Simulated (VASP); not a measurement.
# Mg (Im-3m) in VASP: density of states with PBE

Aim: the density of states of Mg with PBE.

Everything below comes from runs of VASP 6.6.1. Logs are shortened: lines on timing, memory, paths and dates and some standing lists are left out, and cuts for length are marked.

### 1 The cell of the first run

The structure is cubic, space group Im-3m (No. 229). The conventional cell has a = 2.638 Å, b = 2.638 Å, c = 2.638 Å, α = 90.00°, β = 90.00°, γ = 90.00°. Within 3.0 Å of Mg (site symmetry m-3m) lie 14 Mg at 2.28 to 2.64 Å.

### 2 Density of states, PBE (volume scaled by 0.4)

Contents of POSCAR:

```
Mg
1.0
   -1.3187806309      1.3187806309      1.3187806309
    1.3187806309     -1.3187806309      1.3187806309
    1.3187806309      1.3187806309     -1.3187806309
Mg
1
Direct
    0.0000000000      0.0000000000      0.0000000000
```

Contents of INCAR.step1:

```
SYSTEM = Mg
PREC = Accurate
ENCUT = 520
EDIFF = 1E-6
ISMEAR = -1
SIGMA = 0.05
LREAL = .False.
LASPH = .True.
NELM = 120
ALGO = Normal
ISIF = 2
LWAVE = .False.
LCHARG = .True.
GGA = PE
NBANDS = 7
GGA_COMPAT = .False.
NEDOS = 2001
LORBIT = 11
```

Contents of KPOINTS.step1:

```
Automatic mesh
0
Gamma
  17 17 17
  0 0 0
```

Contents of INCAR.step2:

```
SYSTEM = Mg
PREC = Accurate
ENCUT = 520
EDIFF = 1E-6
ISMEAR = -5
SIGMA = 0.05
LREAL = .False.
LASPH = .True.
NELM = 120
ALGO = Normal
ISIF = 2
LWAVE = .False.
LCHARG = .False.
GGA = PE
LORBIT = 11
NEDOS = 2001
ICHARG = 11
GGA_COMPAT = .False.
```

Contents of KPOINTS.step2:

```
Automatic mesh
0
Gamma
  26 26 26
  0 0 0
```

Potentials or basis: VASP PAW PBE potentials, release 64 (Mg).

The run is started by

```bash
$ cat potpaw_PBE.64/Mg/POTCAR > POTCAR
$ cp INCAR.step1 INCAR
$ cp KPOINTS.step1 KPOINTS
$ mpirun -np 1 vasp_std > vasp.out
$ cp INCAR.step2 INCAR
$ cp KPOINTS.step2 KPOINTS
$ mpirun -np 1 vasp_std > vasp.out
```

OUTCAR:

```text
SYSTEM = Mg
   PREC = Accurate
   ENCUT = 520
   EDIFF = 1E-6
   ISMEAR = -5
   LREAL = .False.
   LASPH = .True.
   NELM = 120
   ISIF = 2
   GGA = PE
   LORBIT = 11
   ICHARG = 11

 ion  position               nearest neighbor table
   1  0.000  0.000  0.000-

  LATTYP: Found a body centered cubic cell.
 ALAT       =     2.6375612618

  Lattice vectors:

 A1 = (  -1.3187806309,   1.3187806309,   1.3187806309)
 A2 = (   1.3187806309,  -1.3187806309,   1.3187806309)
 A3 = (   1.3187806309,   1.3187806309,  -1.3187806309)

Analysis of symmetry for initial positions (statically):
=====================================================================
 Subroutine PRICEL returns:
 Original cell was already a primitive cell.

 Routine SETGRP: Setting up the symmetry group for a
 body centered cubic supercell.

 Subroutine GETGRP returns: Found 48 space group operations
 (whereof 48 operations were pure point group operations)
 out of a pool of 48 trial point group operations.

The static configuration has the point symmetry O_h .

Analysis of symmetry for dynamics (positions and initial velocities):
=====================================================================
 Subroutine PRICEL returns:
 Original cell was already a primitive cell.

 Routine SETGRP: Setting up the symmetry group for a
 body centered cubic supercell.

 Subroutine GETGRP returns: Found 48 space group operations
 (whereof 48 operations were pure point group operations)
 out of a pool of 48 trial point group operations.

The dynamic configuration has the point symmetry O_h .

 Subroutine INISYM returns: Found 48 space group operations
 (whereof 48 operations are pure point group operations),
 and found     1 'primitive' translations

----------------------------------------------------------------------------------------

                                     Primitive cell

  volume of cell :       9.1744

  direct lattice vectors                    reciprocal lattice vectors
    -1.318780631  1.318780631  1.318780631     0.000000000  0.379138113  0.379138113
     1.318780631 -1.318780631  1.318780631     0.379138113  0.000000000  0.379138113
     1.318780631  1.318780631 -1.318780631     0.379138113  0.379138113  0.000000000

  length of vectors
     2.284195057  2.284195057  2.284195057     0.536182262  0.536182262  0.536182262

  position of ions in fractional coordinates (direct lattice)
     0.000000000  0.000000000  0.000000000

  ion indices of the primitive-cell ions
   primitive index   ion index
                 1           1

----------------------------------------------------------------------------------------

 KPOINTS: Automatic mesh

Automatic generation of k-mesh.
 Grid dimensions read from file:
 generate k-points for:   26   26   26

 Generating k-lattice:

  Cartesian coordinates                     Fractional coordinates (reciprocal lattice)
     0.000000000  0.014582235  0.014582235     0.038461538  0.000000000  0.000000000
     0.014582235  0.000000000  0.014582235     0.000000000  0.038461538  0.000000000
     0.014582235  0.014582235  0.000000000     0.000000000  0.000000000  0.038461538

  Length of vectors
     0.020622395  0.020622395  0.020622395

  Shift w.r.t. Gamma in fractional coordinates (k-lattice)
     0.000000000  0.000000000  0.000000000

 TETIRR: Found  21036 inequivalent tetrahedra from   105456

 Subroutine IBZKPT returns following result:
 ===========================================

 Found    511 irreducible k-points:

 Following reciprocal coordinates:
            Coordinates               Weight
  0.000000  0.000000  0.000000      1.000000
  0.038462  0.000000  0.000000     12.000000
  0.076923  0.000000  0.000000     12.000000
  0.115385  0.000000  0.000000     12.000000
  0.153846  0.000000  0.000000     12.000000
  0.192308  0.000000  0.000000     12.000000
[... 16 lines left out ...]
  0.346154  0.038462  0.000000     48.000000
  0.384615  0.038462  0.000000     48.000000
 [... further k-points ...]
   k-points           NKPTS =    511   k-points in BZ     NKDIM =    511   number of bands    NBANDS=      5
   number of dos      NEDOS =   2001   number of ions     NIONS =      1
   total plane-waves  NPLWV =   5832
   dimension x,y,z NGX =    18 NGY =   18 NGZ =   18
   dimension x,y,z NGXF=    36 NGYF=   36 NGZF=   36
   ions per type =               1
   NGX,Y,Z   is equivalent  to a cutoff of  13.10, 13.10, 13.10 a.u.
   NGXF,Y,Z  is equivalent  to a cutoff of  26.20, 26.20, 26.20 a.u.
 SYSTEM =  Mg
   PREC   = accura    normal or accurate (medium, high low for compatibility)
   ISTART =      0    job   : 0-new  1-cont  2-samecut
   ICHARG =     11    charge: 1-file 2-atom 10-const
   ISPIN  =      1    spin polarized calculation?
   LNONCOLLINEAR =      F non collinear calculations
   LSORBIT =      F    spin-orbit coupling
   LASPH  =      T    aspherical Exc in radial PAW
   ENCUT  =  520.0 eV  38.22 Ry    6.18 a.u.   4.25  4.25  4.25*2*pi/ulx,y,z
   NELM   =    120;   NELMIN=  2; NELMDL=  0     # of ELM steps
   EDIFF  = 0.1E-05   stopping-criterion for ELM
   LREAL  =      F    real-space projection
   EDIFFG = 0.1E-04   stopping-criterion for IOM
   NSW    =      0    number of steps for IOM
   IBRION =     -1    ionic relax: 0-MD 1-quasi-New 2-CG
   NFREE  =      0    steps in history (QN), initial steepest desc. (CG)
   ISIF   =      2    stress and relaxation
   ISYM   =      2    0-nonsym 1-usesym 2-fastsym
   POTIM  = 0.5000    time-step for ionic-motion
   TEBEG  =    0.0;   TEEND  =   0.0 temperature during run
   PSTRESS=    0.0 pullay stress
   NELECT =       2.0000    total number of electrons
   NUPDOWN=      -1.0000    fix difference up-down
   EMIN   =  10.00;   EMAX   =-10.00  energy-range for DOS
   EFERMI =   0.00;   METHOD = LEGACY
   ISMEAR =    -5;   SIGMA  =   0.05  broadening in eV -4-tet -1-fermi 0-gaus
   EFERMI_NEDOS =   21; number of points for ismear=-14 and -15
   IALGO  =     38    algorithm
   IMIX   =      4    mixing-type and parameters
     AMIX     =   0.40;   BMIX     =  1.00
     AMIX_MAG =   1.60;   BMIX_MAG =  1.00
  volume/ion in A,a.u.               =       9.17        61.91
  Fermi-wavevector in a.u.,A,eV,Ry     =   0.985278  1.861906 13.208174  0.970773
  Thomas-Fermi vector in A             =   2.116574
   LORBIT       =     11    0 simple, 1 ext, 2 COOP (PROOUT), +10 PAW based schemes
   GGA     = PE    functional components
   LHFCALC =     F    Hartree Fock is set to
   AEXX    =    0.0000 exact exchange contribution
   IVDW    =     0    specifies the selected vdW correction
   LEPSILON=     F    determine dielectric tensor
   LRPA    =     F    only Hartree local field effects (RPA)
 non-spin polarized calculation
 Fermi weights with tetrahedron method with Bloechl corrections
  energy-cutoff  :      520.00
  volume of cell :        9.17
 maximum number of plane-waves:       256
 NGX is ok and might be reduce to    18

 number of electron       2.0000000 magnetization

 Free energy of the ion-electron system (eV)
  ---------------------------------------------------
  ext. energy  EPLUGINS =         0.00000000
  ---------------------------------------------------
  free energy    TOTEN  =         2.41848623 eV

  energy without entropy =        2.41848623  energy(sigma->0) =        2.41848623

 E-fermi :   9.9548     XC(G=0): -11.9046

 val. band max:       10.0290234890   @ k =   0.3077   0.3077   0.0769
 cond. band min:       9.8538030838   @ k =  -0.4615  -0.4615   0.1154
 fundamental gap:     -0.1752204052
 Fermi energy:         9.9547861512

 k-point     1 :       0.0000    0.0000    0.0000
  band No.  band energies     occupation
      1      -1.8446      2.00000
      2      30.5285      0.00000
      3      30.5285      0.00000
      4      30.5285      0.00000
      5      33.8188      0.00000

 k-point     2 :       0.0385    0.0000    0.0000
  band No.  band energies     occupation
      1      -1.7788      2.00000
      2      29.9640      0.00000
      3      30.1252      0.00000
      4      30.5169      0.00000
      5      32.9404      0.00000

 k-point     3 :       0.0769    0.0000    0.0000
  band No.  band energies     occupation
      1      -1.5819      2.00000
      2      28.2903      0.00000
      3      29.2077      0.00000
      4      30.4833      0.00000
      5      32.4443      0.00000

 k-point     4 :       0.1154    0.0000    0.0000
  band No.  band energies     occupation
      1      -1.2561      2.00000
      2      26.1716      0.00000
      3      28.1380      0.00000
      4      30.4325      0.00000
      5      31.6608      0.00000

 k-point     5 :       0.1538    0.0000    0.0000
  band No.  band energies     occupation
      1      -0.8048      2.00000
      2      24.0039      0.00000
      3      27.0757      0.00000
      4      30.3710      0.00000
      5      30.8834      0.00000

 k-point     6 :       0.1923    0.0000    0.0000
  band No.  band energies     occupation
      1      -0.2324      2.00000
      2      21.8912      0.00000
      3      26.0829      0.00000
      4      30.1971      0.00000
      5      30.3054      0.00000
[... 113 lines left out ...]
 k-point    21 :       0.2692    0.0385   -0.0000
  band No.  band energies     occupation
      1       1.7356      2.00000
      2      17.0129      0.00000
      3      23.6318      0.00000
      4      29.1554      0.00000
      5      29.9761      0.00000

 k-point    22 :       0.3077    0.0385    0.0000
  band No.  band energies     occupation
      1       2.6825      2.00000
      2      15.2265      0.00000
      3      23.0360      0.00000
      4      28.7909      0.00000
      5      29.8850      0.00000

 k-point    23 :       0.3462    0.0385    0.0000
  band No.  band energies     occupation
      1       3.7195      2.00000
      2      13.5324      0.00000
      3      22.5569      0.00000
      4      28.5038      0.00000
      5      29.8036      0.00000

 k-point    24 :       0.3846    0.0385    0.0000
  band No.  band energies     occupation
      1       4.8353      2.00000
      2      11.9332     -0.00211
      3      22.1962      0.00000
      4      28.2918      0.00000
      5      29.7362      0.00000

 [... further k-points ...]
[... 5 lines left out ...]
  --------------------------------------------------------------------------------------
  -------------------------------------------------------------------------------------
  Total       11.1473226     11.1473226     11.1473226      0.0000000      0.0000000     -0.0000000
  in kB     1946.7199585   1946.7199585   1946.7199585      0.0000000      0.0000000     -0.0000000
  external PRESSURE =    1946.7199585 kB  Pullay stress =       0.0000000 kB

 VOLUME and BASIS-vectors are now :
 -----------------------------------------------------------------------------
  energy-cutoff  :      520.00
  volume of cell :        9.17
      direct lattice vectors                 reciprocal lattice vectors
    -1.318780631  1.318780631  1.318780631     0.000000000  0.379138113  0.379138113
     1.318780631 -1.318780631  1.318780631     0.379138113  0.000000000  0.379138113
     1.318780631  1.318780631 -1.318780631     0.379138113  0.379138113  0.000000000

 POSITION                                       TOTAL-FORCE (eV/Angst)
 -----------------------------------------------------------------------------------
      0.00000      0.00000      0.00000        -0.000000     -0.000000      0.000000
 -----------------------------------------------------------------------------------
    total drift:                               -0.000000     -0.000000      0.000000

  FREE ENERGIE OF THE ION-ELECTRON SYSTEM (eV)
  ---------------------------------------------------
  free  energy   TOTEN  =         2.4184862312 eV

  energy  without entropy=        2.4184862312  energy(sigma->0) =        2.41848623

 total charge

# of ion       s       p       d       tot
------------------------------------------
    1        0.358   0.433   0.084   0.875
```

Run time: 23 s. Hardware: 1 thread of AMD EPYC 7R43 (Zen 3), shared host; peak memory 0.12 GiB.

Results:

```
Valence electrons inside the program's atomic spheres : Mg 0.88
```

Caveat: tetrahedron occupations give inexact forces and stress in metals.
